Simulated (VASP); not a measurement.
# CoO (I4/mmm) in VASP: a series of runs, part 2 of 2

VASP 6.6.1. Earlier steps stand in the parts before.

## Step 6: Single point, PBEsol, collinear spin, ferromagnetic start

Input file INCAR:

```
SYSTEM = CoO
PREC = Accurate
ENCUT = 520
EDIFF = 1E-6
ISMEAR = 0
SIGMA = 0.1
LREAL = .FALSE.
LASPH = .TRUE.
NELM = 150
ALGO = Normal
ISIF = 2
LWAVE = .FALSE.
LCHARG = .TRUE.
ISPIN = 2
MAGMOM = 2.74 0.38
LORBIT = 11
LMAXMIX = 4
GGA = PS
LELF = .TRUE.
LVHAR = .TRUE.
NBANDS = 18
```

Input file KPOINTS:

```
Automatic mesh
0
G
  10 10 10
  0 0 0
```

Input file POSCAR:

```
CoO
1.0
   -1.5080001529      1.5080001529      2.1072499549
    1.5080001529     -1.5080001529      2.1072499549
    1.5080001529      1.5080001529     -2.1072499549
Co O
1 1
Direct
    0.0000000000      0.0000000000      0.0000000000
    0.5000000000      0.5000000000      0.0000000000
```

Potentials or basis: VASP PAW PBE potentials, release 64 (Co, O).

Launch:

```
$ cat potpaw_PBE.64/Co/POTCAR potpaw_PBE.64/O/POTCAR > POTCAR
$ mpirun -np 1 vasp_std > vasp.out
```

OUTCAR:

```text
SYSTEM = CoO
   PREC = Accurate
   ENCUT = 520
   EDIFF = 1E-6
   ISMEAR = 0
   LREAL = .FALSE.
   LASPH = .TRUE.
   NELM = 150
   ISIF = 2
   ISPIN = 2
   LORBIT = 11
   GGA = PS

 ion  position               nearest neighbor table
   1  0.000  0.000  0.000-   2 2.11   2 2.11   2 2.13   2 2.13   2 2.13   2 2.13
   2  0.500  0.500  0.000-   1 2.11   1 2.11   1 2.13   1 2.13   1 2.13   1 2.13

  LATTYP: Found a body centered tetragonal cell.
 ALAT       =     3.0160003058
 C/A-ratio  =     1.3973804650

  Lattice vectors:

 A1 = (  -1.5080001529,   1.5080001529,   2.1072499549)
 A2 = (   1.5080001529,  -1.5080001529,   2.1072499549)
 A3 = (   1.5080001529,   1.5080001529,  -2.1072499549)

Analysis of symmetry for initial positions (statically):
=====================================================================
 Subroutine PRICEL returns:
 Original cell was already a primitive cell.

 Routine SETGRP: Setting up the symmetry group for a
 body centered tetragonal supercell.

 Subroutine GETGRP returns: Found 16 space group operations
[... 697 lines left out ...]
 k-point     1 :       0.0000    0.0000    0.0000
  band No.  band energies     occupation
      1     -11.8281      1.00000
      2       5.2521      1.00000
      3       5.3068      1.00000
      4       5.3068      1.00000
      5       6.7972      1.00000
      6       6.7972      1.00000
[... 493 lines left out ...]
     17      37.1755      0.00000
     18      38.9459      0.00000

 [... further k-points ...]
[... 5 lines left out ...]
  --------------------------------------------------------------------------------------
  -------------------------------------------------------------------------------------
  Total       -1.1928596     -1.1928596     -1.1488572      0.0000000      0.0000000      0.0000000
  in kB      -99.7059526    -99.7059526    -96.0279815      0.0000000      0.0000000      0.0000000
  external PRESSURE =     -98.4799622 kB  Pullay stress =       0.0000000 kB

 VOLUME and BASIS-vectors are now :
 -----------------------------------------------------------------------------
  energy-cutoff  :      520.00
  volume of cell :       19.17
      direct lattice vectors                 reciprocal lattice vectors
    -1.508000153  1.508000153  2.107249955     0.000000000  0.331564953  0.237276076
     1.508000153 -1.508000153  2.107249955     0.331564953  0.000000000  0.237276076
     1.508000153  1.508000153 -2.107249955     0.331564953  0.331564953  0.000000000

 POSITION                                       TOTAL-FORCE (eV/Angst)
 -----------------------------------------------------------------------------------
      0.00000      0.00000      0.00000         0.000000     -0.000000     -0.000000
      0.00000      0.00000      2.10725        -0.000000      0.000000      0.000000
 -----------------------------------------------------------------------------------
    total drift:                               -0.000000      0.000000     -0.000000

  FREE ENERGIE OF THE ION-ELECTRON SYSTEM (eV)
  ---------------------------------------------------
  free  energy   TOTEN  =       -13.9649077554 eV

  energy  without entropy=      -13.9454769262  energy(sigma->0) =      -13.95519234

 total charge

# of ion       s       p       d       tot
------------------------------------------
    1        0.300   0.367   7.150   7.816
    2        1.551   3.403   0.000   4.954
--------------------------------------------------
tot          1.850   3.770   7.150  12.770

 magnetization (x)

# of ion       s       p       d       tot
------------------------------------------
    1        0.020   0.018   2.519   2.556
    2        0.029   0.285   0.000   0.315
--------------------------------------------------
tot          0.049   0.303   2.519   2.871
```

stdout:

```text
POSCAR found type information on POSCAR CoO
 POSCAR found :  2 types and       2 ions
 scaLAPACK will be used
 -----------------------------------------------------------------------------
|                                                                             |
|                                                                             |
|     You enforced a specific xc type in the INCAR file but a different       |
|     I HOPE YOU KNOW WHAT YOU ARE DOING!                                     |
|                                                                             |
 -----------------------------------------------------------------------------

 LDA part: xc-table for (Slater+PW92), standard interpolation
 POSCAR, INCAR and KPOINTS ok, starting setup
 FFT: planning ... GRIDC
 FFT: planning ... GRID_SOFT
 FFT: planning ... GRID
 WAVECAR not read
 entering main loop
```

Wall time 35 s (1 thread of Intel Xeon 6975P-C (Granite Rapids), shared host); peak memory 0.18 GiB.

Results:

| Item | Value |
| --- | --- |
| Free energy | -13.9649 eV |
| Pressure | -9.8 GPa |
| Net moment | 2.92 μB per cell |
| Site moments | Co +2.56; O +0.32 μB |
| Valence electrons inside the program's atomic spheres | Co 7.82; O 4.95 |

Levels at points of the mesh, in eV from the Fermi level:
Spin up:
| k point | band 5 | band 6 | band 7 | band 8 | band 9 | band 10 | band 11 | band 12 | band 13 | band 14 |
| --- | --- | --- | --- | --- | --- | --- | --- | --- | --- | --- |
| (0.00, 0.00, 0.00) | -3.25 | -3.25 | -3.19 | -3.19 | -3.09 | 0.88 | 16.59 | 17.96 | 17.96 | 18.00 |
| (0.50, 0.00, 0.00) | -2.42 | -2.40 | -1.86 | 0.05 | 0.13 | 4.87 | 9.26 | 13.13 | 13.41 | 20.34 |
| (0.50, 0.50, 0.00) | -4.06 | -2.94 | -2.41 | -2.13 | -2.10 | 5.74 | 9.62 | 11.54 | 15.58 | 15.79 |
| (0.50, 0.50, 0.50) | -4.01 | -2.91 | -2.40 | -2.14 | -2.14 | 5.74 | 9.78 | 11.40 | 15.54 | 15.54 |
Spin down:
| k point | band 3 | band 4 | band 5 | band 6 | band 7 | band 8 | band 9 | band 10 |
| --- | --- | --- | --- | --- | --- | --- | --- | --- |
| (0.00, 0.00, 0.00) | -2.63 | -2.63 | -1.14 | -1.14 | -1.09 | -0.16 | -0.15 | 1.44 |
| (0.50, 0.00, 0.00) | -4.80 | -4.76 | -0.14 | -0.11 | 0.19 | 2.54 | 2.61 | 5.17 |
| (0.50, 0.50, 0.00) | -3.97 | -3.87 | -2.30 | 0.13 | 0.16 | 0.31 | 0.82 | 6.58 |
| (0.50, 0.50, 0.50) | -3.95 | -3.95 | -2.30 | 0.15 | 0.15 | 0.36 | 0.81 | 6.58 |

Caveat: the PAW data sets were made with another functional, which shifts forces and pressure a little; a cell with one magnetic atom can't hold antiferromagnetic order, which such compounds often take; semilocal functionals often make such compounds metallic where correlation or magnetic order opens a gap, which also shifts bond lengths. With open d or f shells a metallic result of PBEsol can be an artefact of self-interaction; +U or a hybrid may open a gap.

## Step 7: The runs side by side

```tsv
k mesh	smearing	gap on the mesh (eV)	pressure (GPa)	moment (μB)
8 × 8 × 8	gaussian 0.1 eV	none	-10.1	2.89
10 × 10 × 10	gaussian 0.1 eV	none	-9.8	2.92
10 × 10 × 10	gaussian 0.01 eV	none	-9.8	2.93
10 × 10 × 10	gaussian 0.05 eV	none	-9.8	2.93
```

Alike in all rows: task single point; level PBEsol; potentials or basis VASP PAW PBE potentials, release 64 (Co, O); spin collinear, ferromagnetic start; cell as given; cutoff (eV) 520.

Caveats: some runs use coarse meshes; the PAW data sets were made with another functional, which shifts forces and pressure a little; a cell with one magnetic atom can't hold antiferromagnetic order, which such compounds often take; semilocal functionals often make such compounds metallic where correlation or magnetic order opens a gap, which also shifts bond lengths.

Total energies depend on the potentials used, so only differences within one code and one set of settings carry meaning.
